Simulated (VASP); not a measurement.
# MoS2: vibrations by perturbation theory with LDA

MoS2:

```xyz
3
Lattice="3.2275 0.0000 0.0000 -1.6137 2.7951 0.0000 0.0000 0.0000 6.3125" Properties=species:S:1:pos:R:3 pbc="T T T"
Mo    0.0000    0.0000    3.1562
S     0.0000    1.8634    1.6117
S     1.6137    0.9317    4.7008
```

```
Program                : VASP 6.6.1
Task                   : vibrations by perturbation theory
Functional             : LDA
Potentials or basis    : VASP PAW LDA potentials, release 64 (Mo_sv, S)
Cutoff                 : 520 eV
k mesh                 : 14 × 14 × 6
Occupations            : fermi-dirac, width 0.15 eV
Spin                   : no spin polarisation
Dipole correction      : no
Further INCAR settings : ALGO = Normal; EDIFF = 1e-08; IBRION = 8; NSW = 1
```

```json
{"Highest phonon frequency at Γ, LO-TO splitting left out": "387 cm⁻¹"}
```

Phonon frequencies in cm⁻¹ (negative: imaginary):
```tsv
q point	frequencies
(0.000, 0.000, 0.000)	0 0 0 204 204 257 257 354 387
```

Run time: 16 min on 1 thread of Intel(R) Xeon(R) Platinum 8259CL CPU @ 2.50GHz (Skylake/Cascade Lake), on a shared host, peak memory 1.3 GiB.

Caveat: the cell stands under pressure or tension, which shifts response properties.
